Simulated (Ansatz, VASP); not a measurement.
**Hf4C in VASP and in Ansatz**

```
Hf C
1.0
     4.56389    0.00000    0.00000
     0.00000    4.56389    0.00000
     0.00000    0.00000    4.56389
Hf C
4 1
Direct
  0.00000 0.50000 0.50000
  0.50000 0.00000 0.50000
  0.50000 0.50000 0.00000
  0.00000 0.00000 0.00000
  0.50000 0.50000 0.50000
```

Alike in both runs: functional PBE; k mesh 4 × 4 × 4; occupations gaussian, width 0.2 eV; no spin polarisation.

Ansatz relaxed the structure, and its values are those at the end. VASP's run is a single point on that final structure, the one shown.

```csv
,VASP,Ansatz
version,VASP 6.6.1,Ansatz 0.2.0
potentials or method,"VASP PAW PBE potentials, release 64 (Hf_pv, C), cutoff 600 eV","scalar-relativistic, plane waves, PAW"
valence electrons in the cell,44,108
```

Ansatz gave:

```
gap on the k mesh at the Fermi level (eV) : none
pressure (GPa)                            : 0.1
```

**Question.** What did VASP give for the same quantities?

**Answer.** gap on the k mesh at the Fermi level (eV): none; pressure (GPa): -0.4.

A gap of «none» marks a metal or a gap that the smearing closes. The functional is the same, so the differences come from potentials, cutoffs and numerics. VASP's potentials hold 44 valence electrons a cell and Ansatz's 108, so a difference there can come from the potentials and not from the codes.

Spin-orbit coupling is off throughout.
